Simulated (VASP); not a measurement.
# CoO (P3m1) in VASP: further runs

CoO is run at these levels: PBEsol, LDA; tasks: single point.

Everything below comes from runs of VASP 6.6.1. Logs are shortened: lines on timing, memory, paths and dates and some standing lists are left out, and cuts for length are marked.

## (1) The cell of the first run

The typed cell holds 4 atoms: a = 3.260 Å, b = 3.260 Å, c = 5.331 Å, α = 90.00°, β = 90.00°, γ = 120.00°.

## (2) Single point, PBEsol, collinear spin, ferromagnetic start

INCAR reads:

```
PREC = Accurate
ENCUT = 520
EDIFF = 1E-6
ISMEAR = -1
SIGMA = 0.05
LREAL = F
LASPH = T
NELM = 150
ALGO = Normal
ISIF = 2
LWAVE = F
LCHARG = F
ISPIN = 2
MAGMOM = 2 2 0 0
LORBIT = 11
LMAXMIX = 4
GGA = PS
NBANDS = 27
```

KPOINTS reads:

```
regular mesh
0
Gamma
  10 10 5
```

POSCAR reads:

```
CoO
1.0
    3.2603606016      0.0000000000      0.0000000000
   -1.6301803009      2.8235551065      0.0000000000
    0.0000000000      0.0000000000      5.3312594650
Co O
2 2
Direct
    0.3333333333      0.6666666667      0.5033624100
    0.0000000000      0.0000000000      0.0034741400
    0.3333333333      0.6666666667      0.8715556000
    0.0000000000      0.0000000000      0.3716088500
```

Potentials or basis: VASP PAW PBE potentials, release 64 (Co, O).

Launch:

```console
cat potpaw_PBE.64/Co/POTCAR potpaw_PBE.64/O/POTCAR > POTCAR
mpirun -np 1 vasp_std > vasp.out
```

OUTCAR:

```text
PREC = Accurate
   ENCUT = 520
   EDIFF = 1E-6
   ISMEAR = -1
   LREAL = F
   LASPH = T
   NELM = 150
   ISIF = 2
   ISPIN = 2
   LORBIT = 11
   GGA = PS

 ion  position               nearest neighbor table
   1  0.333  0.667  0.503-   3 1.96   4 2.01   4 2.01   4 2.01
   2  0.000  0.000  0.003-   4 1.96   3 2.01   3 2.01   3 2.01
   3  0.333  0.667  0.872-   1 1.96   2 2.01   2 2.01   2 2.01
   4  0.000  0.000  0.372-   2 1.96   1 2.01   1 2.01   1 2.01

  LATTYP: Found a hexagonal cell.
 ALAT       =     3.2603606016
 C/A-ratio  =     1.6351747909

  Lattice vectors:

 A1 = (   3.2603606016,   0.0000000000,   0.0000000000)
 A2 = (  -1.6301803009,   2.8235551065,   0.0000000000)
 A3 = (   0.0000000000,   0.0000000000,   5.3312594650)

Analysis of symmetry for initial positions (statically):
=====================================================================
 Subroutine PRICEL returns:
 Original cell was already a primitive cell.

 Routine SETGRP: Setting up the symmetry group for a
 hexagonal supercell.

 Subroutine GETGRP returns: Found  6 space group operations
 (whereof  6 operations were pure point group operations)
 out of a pool of 24 trial point group operations.

The static configuration has the point symmetry C_3v.

Analysis of symmetry for dynamics (positions and initial velocities):
=====================================================================
 Subroutine PRICEL returns:
 Original cell was already a primitive cell.

 Routine SETGRP: Setting up the symmetry group for a
 hexagonal supercell.

 Subroutine GETGRP returns: Found  6 space group operations
 (whereof  6 operations were pure point group operations)
 out of a pool of 24 trial point group operations.

The dynamic configuration has the point symmetry C_3v.

Analysis of structural, dynamic, and magnetic symmetry:
=====================================================================
 Subroutine PRICEL returns:
 Original cell was already a primitive cell.

 Routine SETGRP: Setting up the symmetry group for a
 hexagonal supercell.

 Subroutine GETGRP returns: Found  6 space group operations
 (whereof  6 operations were pure point group operations)
 out of a pool of 24 trial point group operations.

The overall configuration has the point symmetry C_3v.

 Subroutine INISYM returns: Found  6 space group operations
 (whereof  6 operations are pure point group operations),
 and found     1 'primitive' translations

----------------------------------------------------------------------------------------

                                     Primitive cell

  volume of cell :      49.0786

  direct lattice vectors                    reciprocal lattice vectors
     3.260360602  0.000000000  0.000000000     0.306714539  0.177081722  0.000000000
    -1.630180301  2.823555107  0.000000000     0.000000000  0.354163444  0.000000000
     0.000000000  0.000000000  5.331259465     0.000000000  0.000000000  0.187572938

  length of vectors
     3.260360602  3.260360602  5.331259465     0.354163444  0.354163444  0.187572938

  position of ions in fractional coordinates (direct lattice)
     0.333333333  0.666666667  0.503362410
     0.000000000  0.000000000  0.003474140
     0.333333333  0.666666667  0.871555600
     0.000000000  0.000000000  0.371608850

  ion indices of the primitive-cell ions
   primitive index   ion index
                 1           1
                 2           2
                 3           3
                 4           4

----------------------------------------------------------------------------------------

 KPOINTS: regular mesh

Automatic generation of k-mesh.
 Grid dimensions read from file:
 generate k-points for:   10   10    5

 Generating k-lattice:

  Cartesian coordinates                     Fractional coordinates (reciprocal lattice)
     0.030671454  0.017708172  0.000000000     0.100000000  0.000000000  0.000000000
     0.000000000  0.035416344  0.000000000     0.000000000  0.100000000  0.000000000
     0.000000000  0.000000000  0.037514588     0.000000000  0.000000000  0.200000000

  Length of vectors
     0.035416344  0.035416344  0.037514588

  Shift w.r.t. Gamma in fractional coordinates (k-lattice)
     0.000000000  0.000000000  0.000000000

 Subroutine IBZKPT returns following result:
 ===========================================

 Found     58 irreducible k-points:

 Following reciprocal coordinates:
            Coordinates               Weight
  0.000000  0.000000  0.000000      1.000000
  0.100000 -0.000000  0.000000      6.000000
  0.200000 -0.000000  0.000000      6.000000
  0.300000  0.000000  0.000000      6.000000
  0.400000  0.000000  0.000000      6.000000
  0.500000 -0.000000  0.000000      3.000000
[... 16 lines left out ...]
  0.000000  0.400000  0.200000      6.000000
  0.500000 -0.000000  0.200000      6.000000
 [... further k-points ...]
   k-points           NKPTS =     58   k-points in BZ     NKDIM =     58   number of bands    NBANDS=     27
   number of dos      NEDOS =    301   number of ions     NIONS =      4
   total plane-waves  NPLWV =  23040
   dimension x,y,z NGX =    24 NGY =   24 NGZ =   40
   dimension x,y,z NGXF=    48 NGYF=   48 NGZF=   80
   ions per type =               2   2
   NGX,Y,Z   is equivalent  to a cutoff of  12.24, 12.24, 12.47 a.u.
   NGXF,Y,Z  is equivalent  to a cutoff of  24.48, 24.48, 24.95 a.u.
 SYSTEM =  unknown system
   PREC   = accura    normal or accurate (medium, high low for compatibility)
   ISTART =      0    job   : 0-new  1-cont  2-samecut
   ICHARG =      2    charge: 1-file 2-atom 10-const
   ISPIN  =      2    spin polarized calculation?
   LNONCOLLINEAR =      F non collinear calculations
   LSORBIT =      F    spin-orbit coupling
   LASPH  =      T    aspherical Exc in radial PAW
   ENCUT  =  520.0 eV  38.22 Ry    6.18 a.u.   6.06  6.06  9.91*2*pi/ulx,y,z
   NELM   =    150;   NELMIN=  2; NELMDL= -5     # of ELM steps
   EDIFF  = 0.1E-05   stopping-criterion for ELM
   LREAL  =      F    real-space projection
   EDIFFG = 0.1E-04   stopping-criterion for IOM
   NSW    =      0    number of steps for IOM
   IBRION =     -1    ionic relax: 0-MD 1-quasi-New 2-CG
   NFREE  =      0    steps in history (QN), initial steepest desc. (CG)
   ISIF   =      2    stress and relaxation
   ISYM   =      2    0-nonsym 1-usesym 2-fastsym
   POTIM  = 0.5000    time-step for ionic-motion
   TEBEG  =    0.0;   TEEND  =   0.0 temperature during run
   PSTRESS=    0.0 pullay stress
   NELECT =      30.0000    total number of electrons
   NUPDOWN=      -1.0000    fix difference up-down
   EMIN   =  10.00;   EMAX   =-10.00  energy-range for DOS
   EFERMI =   0.00;   METHOD = LEGACY
   ISMEAR =    -1;   SIGMA  =   0.05  broadening in eV -4-tet -1-fermi 0-gaus
   EFERMI_NEDOS =   21; number of points for ismear=-14 and -15
   IALGO  =     38    algorithm
   IMIX   =      4    mixing-type and parameters
     AMIX     =   0.40;   BMIX     =  1.00
     AMIX_MAG =   1.60;   BMIX_MAG =  1.00
  volume/ion in A,a.u.               =      12.27        82.80
  Fermi-wavevector in a.u.,A,eV,Ry     =   1.389370  2.625529 26.264004  1.930350
  Thomas-Fermi vector in A             =   2.513407
   LORBIT       =     11    0 simple, 1 ext, 2 COOP (PROOUT), +10 PAW based schemes
   GGA     = PS    functional components
   LHFCALC =     F    Hartree Fock is set to
   AEXX    =    0.0000 exact exchange contribution
   IVDW    =     0    specifies the selected vdW correction
   LEPSILON=     F    determine dielectric tensor
   LRPA    =     F    only Hartree local field effects (RPA)
 spin polarized calculation
  energy-cutoff  :      520.00
  volume of cell :       49.08
 maximum number of plane-waves:      1340
   NGX = 13   NGY = 13   NGZ = 19

 number of electron      30.0000001 magnetization       5.9619852

 Free energy of the ion-electron system (eV)
  ---------------------------------------------------
  ext. energy  EPLUGINS =         0.00000000
  ---------------------------------------------------
  free energy    TOTEN  =       -28.10190059 eV

  energy without entropy =      -28.07311200  energy(sigma->0) =      -28.08750629

 E-fermi :   5.1666     XC(G=0): -11.0779

 val. band max:        5.1559358132   @ k =   0.1000  -0.0000   0.0000
 cond. band min:       5.1987493615   @ k =   0.4000   0.2000   0.0000
 fundamental gap:      0.0428135483
 Fermi energy:         5.1666440969

 spin component 1

 k-point     1 :       0.0000    0.0000    0.0000
  band No.  band energies     occupation
      1     -14.3413      1.00000
      2     -13.7707      1.00000
      3      -1.5071      1.00000
      4      -0.7585      1.00000
      5      -0.5897      1.00000
      6      -0.5897      1.00000
[... 19 lines left out ...]
     26      19.3223      0.00000
     27      20.7701      0.00000

 k-point     2 :       0.1000   -0.0000    0.0000
  band No.  band energies     occupation
      1     -14.2955      1.00000
      2     -13.7507      1.00000
      3      -1.4138      1.00000
      4      -0.7459      1.00000
      5      -0.6940      1.00000
      6      -0.5618      1.00000
[... 19 lines left out ...]
     26      19.5287      0.00000
     27      20.3724      0.00000

 k-point     3 :       0.2000   -0.0000    0.0000
  band No.  band energies     occupation
      1     -14.1712      1.00000
      2     -13.7004      1.00000
      3      -1.1986      1.00000
      4      -0.9628      1.00000
      5      -0.6374      1.00000
      6      -0.4909      1.00000
[... 594 lines left out ...]
      1     -13.8302      1.00000
      2     -13.6365      1.00000
      3      -1.4373      1.00000
      4      -1.2166      1.00000
      5      -0.4315      1.00000
      6      -0.3185      1.00000
[... 19 lines left out ...]
     26      18.4711      0.00000
     27      19.8067      0.00000

 k-point    24 :       0.5000   -0.0000    0.2000
  band No.  band energies     occupation
      1     -13.7678      1.00000
      2     -13.6283      1.00000
      3      -1.4111      1.00000
      4      -1.3134      1.00000
      5      -0.3867      1.00000
      6      -0.2978      1.00000
[... 19 lines left out ...]
     26      18.4879      0.00000
     27      19.8110      0.00000

 [... further k-points ...]

 spin component 2

 k-point     1 :       0.0000    0.0000    0.0000
  band No.  band energies     occupation
      1     -13.7495      1.00000
      2     -13.1463      1.00000
      3      -0.9585      1.00000
      4       0.5534      1.00000
      5       0.7078      1.00000
      6       0.7078      1.00000
[... 19 lines left out ...]
     26      19.8773      0.00000
     27      21.6118      0.00000

 k-point     2 :       0.1000   -0.0000    0.0000
  band No.  band energies     occupation
      1     -13.7014      1.00000
      2     -13.1251      1.00000
      3      -0.8633      1.00000
      4       0.4856      1.00000
      5       0.5858      1.00000
      6       0.7219      1.00000
[... 19 lines left out ...]
     26      20.1745      0.00000
     27      21.0276      0.00000

 k-point     3 :       0.2000   -0.0000    0.0000
  band No.  band energies     occupation
      1     -13.5707      1.00000
      2     -13.0717      1.00000
      3      -0.6079      1.00000
      4       0.0474      1.00000
      5       0.4496      1.00000
      6       0.6659      1.00000
[... 594 lines left out ...]
      1     -13.2098      1.00000
      2     -13.0041      1.00000
      3      -0.7452      1.00000
      4      -0.5315      1.00000
      5       0.3718      1.00000
      6       0.8039      1.00000
[... 19 lines left out ...]
     26      19.1347      0.00000
     27      20.5635      0.00000

 k-point    24 :       0.5000   -0.0000    0.2000
  band No.  band energies     occupation
      1     -13.1431      1.00000
      2     -12.9954      1.00000
      3      -0.8076      1.00000
      4      -0.6090      1.00000
      5       0.4261      1.00000
      6       0.8245      1.00000
[... 19 lines left out ...]
     26      19.1561      0.00000
     27      20.5884      0.00000

 [... further k-points ...]
[... 5 lines left out ...]
  --------------------------------------------------------------------------------------
  -------------------------------------------------------------------------------------
  Total       -4.2961098     -4.2961098     -3.8397914      0.0000000      0.0000000     -0.0000000
  in kB     -140.2472104   -140.2472104   -125.3506208      0.0000000      0.0000000     -0.0000000
  external PRESSURE =    -135.2816806 kB  Pullay stress =       0.0000000 kB

 VOLUME and BASIS-vectors are now :
 -----------------------------------------------------------------------------
  energy-cutoff  :      520.00
  volume of cell :       49.08
      direct lattice vectors                 reciprocal lattice vectors
     3.260360602  0.000000000  0.000000000     0.306714539  0.177081722  0.000000000
    -1.630180301  2.823555107  0.000000000     0.000000000  0.354163444  0.000000000
     0.000000000  0.000000000  5.331259465     0.000000000  0.000000000  0.187572938

 POSITION                                       TOTAL-FORCE (eV/Angst)
 -----------------------------------------------------------------------------------
     -0.00000      1.88237      2.68356        -0.000000      0.000000     -0.206406
      0.00000      0.00000      0.01852         0.000000     -0.000000     -0.211853
     -0.00000      1.88237      4.64649         0.000000     -0.000000      0.209707
      0.00000      0.00000      1.98114         0.000000     -0.000000      0.208552
 -----------------------------------------------------------------------------------
    total drift:                                0.000000     -0.000000      0.000540

  FREE ENERGIE OF THE ION-ELECTRON SYSTEM (eV)
  ---------------------------------------------------
  free  energy   TOTEN  =       -28.1019005867 eV

  energy  without entropy=      -28.0731119999  energy(sigma->0) =      -28.08750629

 total charge

# of ion       s       p       d       tot
------------------------------------------
    1        0.331   0.394   7.147   7.873
    2        0.331   0.394   7.147   7.873
    3        1.545   3.396   0.000   4.941
    4        1.545   3.396   0.000   4.941
--------------------------------------------------
tot          3.753   7.579  14.295  25.627

 magnetization (x)

# of ion       s       p       d       tot
------------------------------------------
    1        0.016   0.052   2.473   2.540
    2        0.016   0.052   2.472   2.540
    3        0.021   0.308   0.000   0.330
    4        0.021   0.308   0.000   0.329
--------------------------------------------------
tot          0.074   0.720   4.945   5.739
```

It took 2.7 min on 1 thread of Intel Xeon Platinum 8259CL at 2.50GHz (Skylake/Cascade Lake), shared host; peak memory 0.25 GiB.

What came out:

| Item | Value |
| --- | --- |
| Free energy | -28.1019 eV |
| Pressure | -13.5 GPa |
| Largest force | 0.212 eV/Å |
| Band gap on the k mesh | zero (filled and empty bands touch) |
| Net moment | 5.96 μB per cell |
| Site moments | Co +2.54; O +0.33 μB |
| Valence electrons inside the program's atomic spheres | Co 7.87; O 4.94 |

Forces in eV/Å, atoms in the order of the input:
```
Co   0.000  0.000 -0.206
Co   0.000  0.000 -0.212
O    0.000  0.000  0.210
O    0.000  0.000  0.209
```

Levels at points of the mesh, in eV from the Fermi level:
Spin up:
```tsv
k point	band 14	band 15	band 16	band 17	band 18	band 19	band 20	band 21	band 22	band 23
(0.00, 0.00, 0.00)	-0.77	-0.77	-0.18	0.03	0.03	0.04	5.03	6.69	13.00	13.00
(0.50, 0.00, 0.00)	-2.07	-2.00	-1.77	-0.75	-0.65	5.24	5.70	6.82	8.76	9.99
```
Spin down:
```csv
k point,band 8,band 9,band 10,band 11,band 12,band 13,band 14,band 15,band 16,band 17
"(0.00, 0.00, 0.00)",-4.27,-0.69,-0.69,-0.14,-0.14,0.17,0.49,1.48,1.48,2.32
"(0.50, 0.00, 0.00)",-4.09,-0.71,-0.55,-0.21,-0.09,0.12,0.22,0.67,0.73,1.44
```

Caveat: the PAW data sets were made with another functional, which shifts forces and pressure a little; semilocal functionals often make such compounds metallic where correlation or magnetic order opens a gap, which also shifts bond lengths. With open d or f shells a metallic result of PBEsol can be an artefact of self-interaction; +U or a hybrid may open a gap.

(Continued in part 2 of 3.)
